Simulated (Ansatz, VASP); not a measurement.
One calculation of Sc, two programs

```
Sc
1.0
     3.22691    0.00000    0.00000
    -1.61345    2.79458    0.00000
     0.00000    0.00000    5.00943
Sc
2
Direct
  0.33333 0.66667 0.25000
  0.66667 0.33333 0.75000
```

Alike in both runs: task single point; functional LDA; k mesh 11 × 11 × 6; no spin polarisation.

|  | VASP | Ansatz |
| --- | --- | --- |
| version | VASP 6.6.1 | Ansatz 0.2.0 |
| potentials or method | VASP PAW LDA potentials, release 64 (Sc_sv), cutoff 500 eV | plane waves (420 eV) with PAW, scalar-relativistic |
| occupations | methfessel-paxton of order 1, width 1 eV | cold, width 1 eV |
| valence electrons in the cell | 22 | 22 |

```tsv
	VASP	Ansatz	Ansatz less VASP
pressure (GPa)	-0.1	0.8	+0.89
traceless stress, the component that is largest in VASP (GPa)	0.55	1.31	+0.754
```

Ansatz warns that its potentials were made for another functional, while VASP's fit it. LDA's correlation is that of Perdew and Zunger in VASP and of Perdew and Wang (1992) in Ansatz.
